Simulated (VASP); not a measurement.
Ge3N:

```xyz
8
Lattice="5.4813 0.0000 0.0000 -2.7406 4.7469 0.0000 0.0000 0.0000 4.9967" Properties=species:S:1:pos:R:3 pbc="T T T"
Ge    1.7378    0.0000    1.2492
Ge    0.8689    1.5050    3.7475
Ge   -0.8689    1.5050    1.2492
Ge    3.7434    0.0000    3.7475
Ge    1.8717    3.2419    1.2492
Ge   -1.8717    3.2419    3.7475
N     0.0000    0.0000    0.0000
N     0.0000    0.0000    2.4983
```

The cell was generated, and may not be a known phase.

```yaml
Program: VASP 6.6.1
Task: relaxation of cell and atoms
Functional: PBE
Potentials_or_basis: VASP PAW PBE potentials, release 64 (Ge_d, N)
Cutoff: 600 eV
k_mesh: 6 × 6 × 4
Occupations: gaussian, width 0.1 eV
Spin: no spin polarisation
```

At the start: pressure 7.4 GPa; volume 16.25 Å³/atom.

Question: Where does the relaxation end?

Answer: Over 23 steps the energy falls by 96.9 meV/atom and the volume is 16.41 Å³/atom (+1.0 %); space group P6_3/mcm (No. 193, to 0.1 Å) before and after.

Step by step:
| step | energy change (eV) | largest force (eV/Å) | pressure (GPa) | volume (Å³) |
| --- | --- | --- | --- | --- |
| 1 | 0.0000 | 0.5669 | 7.36 | 130.01 |
| 2 | -0.4503 | 0.3078 | -3.07 | 144.42 |
| 3 | -0.4589 | 0.2117 | -2.05 | 142.52 |
| 4 | -0.6049 | 0.0442 | -0.96 | 140.70 |
| 5 | -0.6236 | 0.1711 | -0.39 | 139.87 |
| 6 | -0.6259 | 0.2276 | -0.12 | 139.52 |
| 7 | -0.6260 | 0.2434 | -0.04 | 139.42 |
| 8 | -0.6434 | 0.1764 | -0.53 | 139.09 |
| 9 | -0.6835 | 0.0353 | -1.80 | 138.09 |
| 10 | -0.6879 | 0.3615 | -3.48 | 135.97 |
| 11 | -0.7005 | 0.1263 | -2.73 | 137.11 |
| 12 | -0.7059 | 0.1326 | -2.66 | 136.72 |
| 13 | -0.7211 | 0.1553 | -2.46 | 135.58 |
| 14 | -0.7446 | 0.2180 | -1.90 | 133.29 |
| 15 | -0.7094 | 0.4120 | -0.11 | 128.74 |
| 16 | -0.7496 | 0.2441 | -1.59 | 132.39 |
| 17 | -0.7501 | 0.2568 | -1.48 | 132.06 |
| 18 | -0.7578 | 0.2105 | -1.16 | 131.74 |
| 19 | -0.7709 | 0.0667 | -0.16 | 130.75 |
| 20 | -0.7717 | 0.0166 | 0.18 | 130.43 |
| 21 | -0.7724 | 0.0143 | 0.15 | 130.52 |
| 22 | -0.7740 | 0.0072 | 0.10 | 130.78 |
| 23 | -0.7748 | 0.0061 | -0.02 | 131.30 |

Final structure:
```
Ge N
1.0
     5.10475    0.00000    0.00000
    -2.55238    4.42085    0.00000
     0.00000    0.00000    5.81800
Ge N
6 2
Direct
  0.33932 0.00000 0.25000
  0.33932 0.33932 0.75000
  0.00000 0.33932 0.25000
  0.66068 0.00000 0.75000
  0.66068 0.66068 0.25000
  0.00000 0.66068 0.75000
  0.00000 0.00000 0.00000
  0.00000 0.00000 0.50000
```

Caveat: a cell axis changed by over 15 % at a fixed basis, so the end point is rough.
